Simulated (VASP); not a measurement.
# SiO2 (P6_422) in VASP: a series of runs, part 2 of 2

VASP 6.6.1. The steps go on from the part before.

## (3) Single point, r2SCAN (biaxial strain in the a-b plane: +1.0 %, then relaxed in part)

Input file POSCAR:

```
SiO2
1.0
    5.1102746208      0.0000000000      0.0000000000
   -2.5551373104      4.4256276419      0.0000000000
    0.0000000000      0.0000000000      5.4734991962
Si O
3 6
Direct
    0.0000000000      0.5000000000      0.3333333333
    0.5000000000      0.5000000000      0.6666666667
    0.5000000000      0.0000000000      0.0000000000
    0.5817775299      0.7908887649      0.8333333333
    0.7908887649      0.5817775299      0.5000000000
    0.7908887649      0.2091112351      0.1666666667
    0.4182224701      0.2091112351      0.8333333333
    0.2091112351      0.4182224701      0.5000000000
    0.2091112351      0.7908887649      0.1666666667
```

Input file INCAR.step1:

```
SYSTEM = SiO2
PREC = Accurate ; ENCUT = 520
ISMEAR = 0 ; SIGMA = 0.02
LREAL = .False. ; LASPH = .True.
NELM = 100 ; NBANDS = 34
GGA = PE ; ALGO = Normal
EDIFF = 1E-4 ; LWAVE = .True.
LCHARG = .False.
```

Input file INCAR.step2:

```
SYSTEM = SiO2
PREC = Accurate ; ENCUT = 520
EDIFF = 1E-6 ; ISMEAR = 0
SIGMA = 0.02 ; LREAL = .False.
LASPH = .True. ; NELM = 100
ALGO = Normal ; ISIF = 2
LWAVE = .False. ; LCHARG = .False.
METAGGA = R2SCAN ; LMIXTAU = .True.
NBANDS = 34 ; ISTART = 1
```

Input file KPOINTS:

```
Automatic mesh
0
Gamma
  6 6 4
  0 0 0
```

Potentials or basis: VASP PAW PBE potentials, release 64 (Si, O).

Launch:

```
$ cat potpaw_PBE.64/Si/POTCAR potpaw_PBE.64/O/POTCAR > POTCAR
$ cp INCAR.step1 INCAR
$ mpirun -np 1 vasp_std > vasp.out
$ cp INCAR.step2 INCAR
$ mpirun -np 1 vasp_std > vasp.out
```

Run time: 3.8 min. Hardware: 1 thread of Intel Xeon 6975P-C (Granite Rapids), shared host; peak memory 0.29 GiB.

Results (log left out):

* Free energy: -89.3464 eV
* Pressure: -0.8 GPa
* Largest force: 0.011 eV/Å
* Band gap on the k mesh: 6.27 eV (least direct gap 6.52 eV)

Forces in eV/Å, atoms in the order of the input:
```
Si   0.000  0.000  0.000
Si   0.000  0.000  0.000
Si   0.000  0.000  0.000
O   -0.010 -0.006  0.000
O    0.000 -0.011  0.000
O   -0.010  0.006  0.000
O    0.010  0.006  0.000
O    0.000  0.011  0.000
O    0.010 -0.006  0.000
```

Stress tensor (GPa, compression positive):
```
-1.37  0.00  0.00
 0.00 -1.37  0.00
 0.00  0.00  0.21
```

Levels at points of the mesh, in eV from the valence-band top:
```tsv
k point	band 22	band 23	band 24	band 25	band 26	band 27
(0.00, 0.00, 0.00)	-0.46	-0.46	-0.25	6.27	9.72	9.72
(0.50, 0.00, 0.00)	-1.00	-0.33	0.00	8.37	9.21	10.37
(0.00, 0.00, 0.50)	-0.25	-0.03	-0.03	8.16	8.16	9.32
(0.50, 0.00, 0.50)	-0.71	-0.67	-0.37	9.42	9.95	9.97
```

Caveat: the cell differs from its parent crystal (biaxial strain in the a-b plane: +1.0 %, then relaxed in part); the PAW data sets were made with another functional, which shifts forces and pressure a little.

## (4) Single point, r2SCAN

This run uses another cell than the first one, of 13.75 Å³/atom.

POSCAR is that of step 3.

Input file INCAR.step1:

```
PREC = Accurate
ENCUT = 520
ISMEAR = 0
SIGMA = 0.02
LREAL = F
LASPH = T
NELM = 80
NBANDS = 34
GGA = PE
ALGO = Normal
EDIFF = 1E-4
LWAVE = T
LCHARG = F
```

Input file INCAR.step2:

```
PREC = Accurate
ENCUT = 520
EDIFF = 1E-7
ISMEAR = 0
SIGMA = 0.02
LREAL = F
LASPH = T
NELM = 80
ALGO = Normal
ISIF = 2
LWAVE = F
LCHARG = F
METAGGA = R2SCAN
LMIXTAU = T
NBANDS = 34
ISTART = 1
```

Input file KPOINTS:

```
regular mesh
0
Gamma
  6 6 4
```

Potentials or basis: VASP PAW PBE potentials, release 64 (Si, O).

Launch:

```
$ cat potpaw_PBE.64/Si/POTCAR potpaw_PBE.64/O/POTCAR > POTCAR
$ cp INCAR.step1 INCAR
$ mpirun -np 1 vasp_std > vasp.out
$ cp INCAR.step2 INCAR
$ mpirun -np 1 vasp_std > vasp.out
```

OUTCAR:

```text
PREC = Accurate
   ENCUT = 520
   EDIFF = 1E-7
   ISMEAR = 0
   LREAL = F
   LASPH = T
   NELM = 80
   ISIF = 2
   METAGGA = R2SCAN
   ISTART = 1

 ion  position               nearest neighbor table
   1  0.000  0.500  0.333-   6 1.61   9 1.61   5 1.61   8 1.61   3 3.14   3 3.14   2 3.14   2 3.14

   2  0.500  0.500  0.667-   7 1.61   4 1.61   8 1.61   5 1.61   3 3.14   3 3.14   1 3.14   1 3.14

   3  0.500  0.000  0.000-   9 1.61   6 1.61   4 1.61   7 1.61   1 3.14   2 3.14   2 3.14   1 3.14

   4  0.582  0.791  0.833-   2 1.61   3 1.61
[... 994 lines left out ...]
  in kB      -13.7668543    -13.7668543      1.9923318      0.0000000      0.0000000      0.0000000
  external PRESSURE =      -8.5137923 kB  Pullay stress =       0.0000000 kB

 VOLUME and BASIS-vectors are now :
 -----------------------------------------------------------------------------
  energy-cutoff  :      520.00
  volume of cell :      123.79
      direct lattice vectors                 reciprocal lattice vectors
     5.110274621  0.000000000  0.000000000     0.195684200  0.112978325  0.000000000
    -2.555137310  4.425627642  0.000000000     0.000000000  0.225956651  0.000000000
     0.000000000  0.000000000  5.473499196     0.000000000  0.000000000  0.182698483

 POSITION                                       TOTAL-FORCE (eV/Angst)
 -----------------------------------------------------------------------------------
     -1.27757      2.21281      1.82450        -0.000000     -0.000000      0.000000
      1.27757      2.21281      3.64900        -0.000000     -0.000000     -0.000000
      2.55514      0.00000      0.00000        -0.000000     -0.000000      0.000000
      0.95221      3.50018      4.56125        -0.009670     -0.005583      0.000000
      2.55514      2.57473      2.73675        -0.000000     -0.011166      0.000000
      3.50735      0.92545      0.91225        -0.009670      0.005583      0.000000
      1.60292      0.92545      4.56125         0.009670      0.005583      0.000000
      0.00000      1.85090      2.73675        -0.000000      0.011166      0.000000
     -0.95221      3.50018      0.91225         0.009670     -0.005583      0.000000
 -----------------------------------------------------------------------------------
    total drift:                               -0.000000      0.000000      0.000001

  FREE ENERGIE OF THE ION-ELECTRON SYSTEM (eV)
  ---------------------------------------------------
  free  energy   TOTEN  =       -89.3464318173 eV

  energy  without entropy=      -89.3464318173  energy(sigma->0) =      -89.34643182
```

OUTCAR.step1:

```text
PREC = Accurate
   ENCUT = 520
   ISMEAR = 0
   LREAL = F
[... 1026 lines left out ...]
      3.50735      0.92545      0.91225         0.178563     -0.103093      0.000000
      1.60292      0.92545      4.56125        -0.178563     -0.103093      0.000000
      0.00000      1.85090      2.73675        -0.000000     -0.206187      0.000000
     -0.95221      3.50018      0.91225        -0.178563      0.103093     -0.000000
 -----------------------------------------------------------------------------------
    total drift:                                0.000000     -0.000000      0.000001

  FREE ENERGIE OF THE ION-ELECTRON SYSTEM (eV)
  ---------------------------------------------------
  free  energy   TOTEN  =       -71.0813702770 eV

  energy  without entropy=      -71.0813702770  energy(sigma->0) =      -71.08137028
```

Run time: 3.7 min. Hardware: 1 thread of Intel Xeon 6975P-C (Granite Rapids), shared host; peak memory 0.29 GiB.

What came out:

```
Free energy            : -89.3464 eV
Pressure               : -0.9 GPa
Largest force          : 0.011 eV/Å
Band gap on the k mesh : 6.27 eV (least direct gap 6.52 eV)
```

Forces in eV/Å, atoms in the order of the input:
```
Si   0.000  0.000  0.000
Si   0.000  0.000  0.000
Si   0.000  0.000  0.000
O   -0.010 -0.006  0.000
O    0.000 -0.011  0.000
O   -0.010  0.006  0.000
O    0.010  0.006  0.000
O    0.000  0.011  0.000
O    0.010 -0.006  0.000
```

Stress tensor (GPa, compression positive):
```
-1.38  0.00  0.00
 0.00 -1.38  0.00
 0.00  0.00  0.20
```

Levels at points of the mesh, in eV from the valence-band top:
```
           k point  band 21  band 22  band 23  band 24  band 25  band 26  band 27  band 28
(0.00, 0.00, 0.00)    -0.96    -0.46    -0.46    -0.25     6.27     9.72     9.72    10.00
(0.50, 0.00, 0.00)    -1.17    -1.00    -0.33     0.00     8.37     9.21    10.37    10.38
(0.00, 0.00, 0.50)    -1.20    -0.25    -0.03    -0.03     8.16     8.16     9.32    10.76
(0.50, 0.00, 0.50)    -0.93    -0.71    -0.67    -0.37     9.42     9.95     9.97    10.18
```

Caveat: the PAW data sets were made with another functional, which shifts forces and pressure a little.
